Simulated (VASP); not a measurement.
# Tb (P6_3/mmc) in VASP: a series of runs

Tb is run at these levels: PBE; tasks: single point.

Program: VASP 6.6.1. These are calculated values, not measurements. Logs are shortened: lines on timing, memory, paths and dates and some standing lists are left out, and cuts for length are marked.

## (1) The cell of the first run

It takes space group P6_3/mmc (No. 194, hexagonal). Conventional cell: a = 3.593 Å, b = 3.593 Å, c = 5.771 Å, α = 90.00°, β = 90.00°, γ = 120.00°. Within 4.7 Å of Tb (site symmetry -6m2) lie 12 Tb at 3.55 to 3.59 Å.

## (2) Single point, PBE, collinear spin, ferromagnetic start

File INCAR:

```
PREC = Accurate
ENCUT = 600
EDIFF = 1E-6
ISMEAR = -1
SIGMA = 0.05
LREAL = False
LASPH = True
NELM = 200
ALGO = Normal
ISIF = 2
LWAVE = False
LCHARG = False
ISPIN = 2
MAGMOM = 6 6
LORBIT = 11
LMAXMIX = 6
GGA = PE
NBANDS = 30
GGA_COMPAT = False
```

File KPOINTS:

```
regular mesh
0
Gamma
  9 9 5
```

File POSCAR:

```
Tb
1.0
    3.5931051305      0.0000000000      0.0000000000
   -1.7965525653      3.1117203215      0.0000000000
    0.0000000000      0.0000000000      5.7707686515
Tb
2
Direct
    0.6666666667      0.3333333333      0.7500000000
    0.3333333333      0.6666666667      0.2500000000
```

Potentials or basis: VASP PAW PBE potentials, release 64 (Tb).

Started as:

```
$ cat potpaw_PBE.64/Tb/POTCAR > POTCAR
$ mpirun -np 1 vasp_std > vasp.out
```

OUTCAR:

```text
PREC = Accurate
   ENCUT = 600
   EDIFF = 1E-6
   ISMEAR = -1
   LREAL = False
   LASPH = True
   NELM = 200
   ISIF = 2
   ISPIN = 2
   LORBIT = 11
   GGA = PE

 ion  position               nearest neighbor table
   1  0.667  0.333  0.750-   2 3.55   2 3.55   2 3.55   2 3.55   2 3.55   2 3.55
   2  0.333  0.667  0.250-   1 3.55   1 3.55   1 3.55   1 3.55   1 3.55   1 3.55

  LATTYP: Found a hexagonal cell.
 ALAT       =     3.5931051305
 C/A-ratio  =     1.6060672989

  Lattice vectors:

 A1 = (   3.5931051305,   0.0000000000,   0.0000000000)
 A2 = (  -1.7965525653,   3.1117203215,   0.0000000000)
 A3 = (   0.0000000000,   0.0000000000,   5.7707686515)

Analysis of symmetry for initial positions (statically):
=====================================================================
 Subroutine PRICEL returns:
 Original cell was already a primitive cell.

 Routine SETGRP: Setting up the symmetry group for a
 hexagonal supercell.

 Subroutine GETGRP returns: Found 24 space group operations
 (whereof 12 operations were pure point group operations)
 out of a pool of 24 trial point group operations.

The static configuration has the point symmetry D_3d.
 The point group associated with its full space group is D_6h.

Analysis of symmetry for dynamics (positions and initial velocities):
=====================================================================
 Subroutine PRICEL returns:
 Original cell was already a primitive cell.

 Routine SETGRP: Setting up the symmetry group for a
 hexagonal supercell.

 Subroutine GETGRP returns: Found 24 space group operations
 (whereof 12 operations were pure point group operations)
 out of a pool of 24 trial point group operations.

The dynamic configuration has the point symmetry D_3d.
 The point group associated with its full space group is D_6h.

Analysis of structural, dynamic, and magnetic symmetry:
=====================================================================
 Subroutine PRICEL returns:
 Original cell was already a primitive cell.

 Routine SETGRP: Setting up the symmetry group for a
 hexagonal supercell.

 Subroutine GETGRP returns: Found 24 space group operations
 (whereof 12 operations were pure point group operations)
 out of a pool of 24 trial point group operations.

The overall configuration has the point symmetry D_3d.
 The point group associated with its full space group is D_6h.

 Subroutine INISYM returns: Found 24 space group operations
 (whereof 12 operations are pure point group operations),
 and found     1 'primitive' translations

----------------------------------------------------------------------------------------

                                     Primitive cell

  volume of cell :      64.5215

  direct lattice vectors                    reciprocal lattice vectors
     3.593105131  0.000000000  0.000000000     0.278310810  0.160682821  0.000000000
    -1.796552565  3.111720321  0.000000000     0.000000000  0.321365642  0.000000000
     0.000000000  0.000000000  5.770768652     0.000000000  0.000000000  0.173287141

  length of vectors
     3.593105131  3.593105131  5.770768652     0.321365642  0.321365642  0.173287141

  position of ions in fractional coordinates (direct lattice)
     0.666666667  0.333333333  0.750000000
     0.333333333  0.666666667  0.250000000

  ion indices of the primitive-cell ions
   primitive index   ion index
                 1           1
                 2           2

----------------------------------------------------------------------------------------

 KPOINTS: regular mesh

Automatic generation of k-mesh.
 Grid dimensions read from file:
 generate k-points for:    9    9    5

 Generating k-lattice:

  Cartesian coordinates                     Fractional coordinates (reciprocal lattice)
     0.030923423  0.017853647  0.000000000     0.111111111  0.000000000  0.000000000
     0.000000000  0.035707294  0.000000000     0.000000000  0.111111111  0.000000000
     0.000000000  0.000000000  0.034657428     0.000000000  0.000000000  0.200000000

  Length of vectors
     0.035707294  0.035707294  0.034657428

  Shift w.r.t. Gamma in fractional coordinates (k-lattice)
     0.000000000  0.000000000  0.000000000

 Subroutine IBZKPT returns following result:
 ===========================================

 Found     36 irreducible k-points:

 Following reciprocal coordinates:
            Coordinates               Weight
  0.000000  0.000000  0.000000      1.000000
  0.111111 -0.000000  0.000000      6.000000
  0.222222  0.000000  0.000000      6.000000
  0.333333  0.000000  0.000000      6.000000
  0.444444  0.000000  0.000000      6.000000
  0.111111  0.111111  0.000000      6.000000
[... 16 lines left out ...]
  0.333333  0.222222  0.200000     24.000000
  0.333333  0.333333  0.200000      4.000000
 [... further k-points ...]
   k-points           NKPTS =     36   k-points in BZ     NKDIM =     36   number of bands    NBANDS=     30
   number of dos      NEDOS =    301   number of ions     NIONS =      2
   total plane-waves  NPLWV =  43200
   dimension x,y,z NGX =    30 NGY =   30 NGZ =   48
   dimension x,y,z NGXF=    60 NGYF=   60 NGZF=   96
   ions per type =               2
   NGX,Y,Z   is equivalent  to a cutoff of  13.88, 13.88, 13.83 a.u.
   NGXF,Y,Z  is equivalent  to a cutoff of  27.76, 27.76, 27.66 a.u.
 SYSTEM =  unknown system
   PREC   = accura    normal or accurate (medium, high low for compatibility)
   ISTART =      0    job   : 0-new  1-cont  2-samecut
   ICHARG =      2    charge: 1-file 2-atom 10-const
   ISPIN  =      2    spin polarized calculation?
   LNONCOLLINEAR =      F non collinear calculations
   LSORBIT =      F    spin-orbit coupling
   LASPH  =      T    aspherical Exc in radial PAW
   ENCUT  =  600.0 eV  44.10 Ry    6.64 a.u.   7.18  7.18 11.53*2*pi/ulx,y,z
   NELM   =    200;   NELMIN=  2; NELMDL= -5     # of ELM steps
   EDIFF  = 0.1E-05   stopping-criterion for ELM
   LREAL  =      F    real-space projection
   EDIFFG = 0.1E-04   stopping-criterion for IOM
   NSW    =      0    number of steps for IOM
   IBRION =     -1    ionic relax: 0-MD 1-quasi-New 2-CG
   NFREE  =      0    steps in history (QN), initial steepest desc. (CG)
   ISIF   =      2    stress and relaxation
   ISYM   =      2    0-nonsym 1-usesym 2-fastsym
   POTIM  = 0.5000    time-step for ionic-motion
   TEBEG  =    0.0;   TEEND  =   0.0 temperature during run
   PSTRESS=    0.0 pullay stress
   NELECT =      38.0000    total number of electrons
   NUPDOWN=      -1.0000    fix difference up-down
   EMIN   =  10.00;   EMAX   =-10.00  energy-range for DOS
   EFERMI =   0.00;   METHOD = LEGACY
   ISMEAR =    -1;   SIGMA  =   0.05  broadening in eV -4-tet -1-fermi 0-gaus
   EFERMI_NEDOS =   21; number of points for ismear=-14 and -15
   IALGO  =     38    algorithm
   IMIX   =      4    mixing-type and parameters
     AMIX     =   0.40;   BMIX     =  1.00
     AMIX_MAG =   1.60;   BMIX_MAG =  1.00
  volume/ion in A,a.u.               =      32.26       217.71
  Fermi-wavevector in a.u.,A,eV,Ry     =   1.372254  2.593185 25.620890  1.883082
  Thomas-Fermi vector in A             =   2.497878
   LORBIT       =     11    0 simple, 1 ext, 2 COOP (PROOUT), +10 PAW based schemes
   GGA     = PE    functional components
   LHFCALC =     F    Hartree Fock is set to
   AEXX    =    0.0000 exact exchange contribution
   IVDW    =     0    specifies the selected vdW correction
   LEPSILON=     F    determine dielectric tensor
   LRPA    =     F    only Hartree local field effects (RPA)
 spin polarized calculation
  energy-cutoff  :      600.00
  volume of cell :       64.52
 maximum number of plane-waves:      2177
 NGX is ok and might be reduce to    30
   NGX = 15   NGY = 15   NGZ = 23

 number of electron      38.0000014 magnetization      12.0034532

 Free energy of the ion-electron system (eV)
  ---------------------------------------------------
  ext. energy  EPLUGINS =         0.00000000
  ---------------------------------------------------
  free energy    TOTEN  =       -19.11456280 eV

  energy without entropy =      -19.01401413  energy(sigma->0) =      -19.06428846

 E-fermi :   2.8415     XC(G=0): -10.0663

 val. band max:        2.8411584397   @ k =   0.3333   0.2222   0.2000
 cond. band min:       2.8505869722   @ k =   0.2222   0.1111   0.4000
 fundamental gap:      0.0094285325
 Fermi energy:         2.8415229348

 spin component 1

 k-point     1 :       0.0000    0.0000    0.0000
  band No.  band energies     occupation
      1     -43.2556      1.00000
      2     -43.1919      1.00000
      3     -20.2282      1.00000
      4     -19.6318      1.00000
      5     -19.6318      1.00000
      6     -19.5306      1.00000
[... 22 lines left out ...]
     29       5.2821      0.00000
     30       5.2821      0.00000
[... 728 lines left out ...]
  band No.  band energies     occupation
      1     -43.1825      1.00000
      2     -43.1825      1.00000
      3     -20.0207      1.00000
      4     -20.0078      1.00000
      5     -20.0078      1.00000
      6     -19.8395      1.00000
[... 22 lines left out ...]
     29       5.3108      0.00000
     30       7.2827      0.00000

 [... further k-points ...]

 spin component 2

 k-point     1 :       0.0000    0.0000    0.0000
  band No.  band energies     occupation
      1     -40.6644      1.00000
      2     -40.5862      1.00000
      3     -18.4327      1.00000
      4     -17.7301      1.00000
      5     -17.7301      1.00000
      6     -17.6136      1.00000
[... 22 lines left out ...]
     29       6.0633      0.00000
     30       6.0633      0.00000
[... 728 lines left out ...]
  band No.  band energies     occupation
      1     -40.5743      1.00000
      2     -40.5743      1.00000
      3     -18.2008      1.00000
      4     -18.1787      1.00000
      5     -18.1787      1.00000
      6     -17.9835      1.00000
[... 22 lines left out ...]
     29       6.0052      0.00000
     30       8.2036      0.00000

 [... further k-points ...]

------------------------ aborting loop because EDIFF is reached ----------------------------------------

  FORCE on cell =-STRESS in cart. coord.  units (eV):
  Direction    XX          YY          ZZ          XY          YZ          ZX
  --------------------------------------------------------------------------------------
  -------------------------------------------------------------------------------------
  Total        0.0931260      0.0931260      0.1119764     -0.0000000      0.0000000      0.0000000
  in kB        2.3124764      2.3124764      2.7805636     -0.0000000      0.0000000      0.0000000
  external PRESSURE =       2.4685055 kB  Pullay stress =       0.0000000 kB

 VOLUME and BASIS-vectors are now :
 -----------------------------------------------------------------------------
  energy-cutoff  :      600.00
  volume of cell :       64.52
      direct lattice vectors                 reciprocal lattice vectors
     3.593105131  0.000000000  0.000000000     0.278310810  0.160682821  0.000000000
    -1.796552565  3.111720321  0.000000000     0.000000000  0.321365642  0.000000000
     0.000000000  0.000000000  5.770768652     0.000000000  0.000000000  0.173287141

 POSITION                                       TOTAL-FORCE (eV/Angst)
 -----------------------------------------------------------------------------------
      1.79655      1.03724      4.32808        -0.000000      0.000000      0.000000
     -0.00000      2.07448      1.44269         0.000000     -0.000000     -0.000000
 -----------------------------------------------------------------------------------
    total drift:                               -0.000000      0.000000     -0.000000

  FREE ENERGIE OF THE ION-ELECTRON SYSTEM (eV)
  ---------------------------------------------------
  free  energy   TOTEN  =       -19.1145628040 eV

  energy  without entropy=      -19.0140141259  energy(sigma->0) =      -19.06428846

 total charge

# of ion       s       p       d       f       tot
--------------------------------------------------
    1        2.087   5.599   0.506   8.119  16.311
    2        2.087   5.599   0.506   8.119  16.311
--------------------------------------------------
tot          4.173  11.199   1.012  16.238  32.621

 magnetization (x)

# of ion       s       p       d       f       tot
--------------------------------------------------
    1        0.002  -0.043   0.097   5.679   5.735
    2        0.002  -0.043   0.097   5.679   5.735
--------------------------------------------------
tot          0.004  -0.087   0.195  11.358  11.469
```

Run time: 41 min. Hardware: 1 thread of Intel Xeon 8259CL, shared host; peak memory 0.33 GiB.

What came out:

| Quantity | Value |
| --- | --- |
| Free energy | -19.1146 eV |
| Pressure | 0.2 GPa |
| Band gap on the k mesh | zero (filled and empty bands overlap) |
| Net moment | 12.00 μB per cell |
| Site moments | Tb +5.74 μB |
| Valence electrons inside the program's atomic spheres | Tb 16.31 |

Caveat: the magnetic or orbital state may not be the lowest; spin-orbit coupling is left out, which moves the levels of the heavy elements; semilocal functionals describe open f shells poorly, which spoils levels, moments and volumes.

(Continued in part 2 of 2.)
